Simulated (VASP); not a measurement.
A run of VASP 6.6.1 is set up as follows.

Contents of INCAR:

```
SYSTEM = BAs
PREC     = Accurate       ! precision mode
ENCUT    = 560            ! plane-wave cutoff, eV
EDIFF    = 1E-6           ! SCF threshold, eV
ISMEAR   = 0              ! smearing method
SIGMA    = 0.02           ! smearing width, eV
LREAL    = .FALSE.        ! projectors in reciprocal space
LASPH    = .TRUE.         ! aspherical terms in the spheres
NELM     = 120            ! most SCF steps
ALGO     = Normal         ! electronic algorithm
ISIF     = 2              ! what is computed and relaxed
LWAVE    = .FALSE.        ! write WAVECAR
LCHARG   = .FALSE.        ! write CHGCAR
GGA      = PE             ! functional
NBANDS   = 26             ! bands
GGA_COMPAT= .FALSE.
```

The input KPOINTS:

```
regular mesh
0
G
  12 8 6
  0 0 0
```

Contents of POSCAR:

```
BAs
1.0
    3.2022140885      0.0000000000      0.0000000000
    0.0000000000      5.2422510907      0.0000000000
    0.0000000000      0.0000000000      7.4081895762
B As
2 2
Direct
    0.2500000000      0.5000000000      0.5569324719
    0.7500000000      0.5000000000      0.4430675281
    0.2500000000      0.5000000000      0.2712003127
    0.7500000000      0.5000000000      0.7287996873
```

Potentials or basis: VASP PAW PBE potentials, release 64 (B, As_d).

Launch:

```bash
$ cat potpaw_PBE.64/B/POTCAR potpaw_PBE.64/As_d/POTCAR > POTCAR
$ mpirun -np 1 vasp_std > vasp.out
```

Predict the largest force.

0.012 eV/Å.

What does it give for the band gap on the k mesh?

0.36 eV (least direct gap 0.49 eV).

Estimate the pressure.

0.0 GPa.

Forces in eV/Å, atoms in the order of the input:
```
B    0.000  0.000  0.005
B    0.000  0.000 -0.005
As   0.000  0.000  0.012
As   0.000  0.000 -0.012
```

Caveat: semilocal functionals underestimate gaps, and a narrow one can read as zero; this functional lacks dispersion, which binds layers or chains, so the pressure and a relaxed spacing across them are unreliable. A k mesh can miss the band edges.
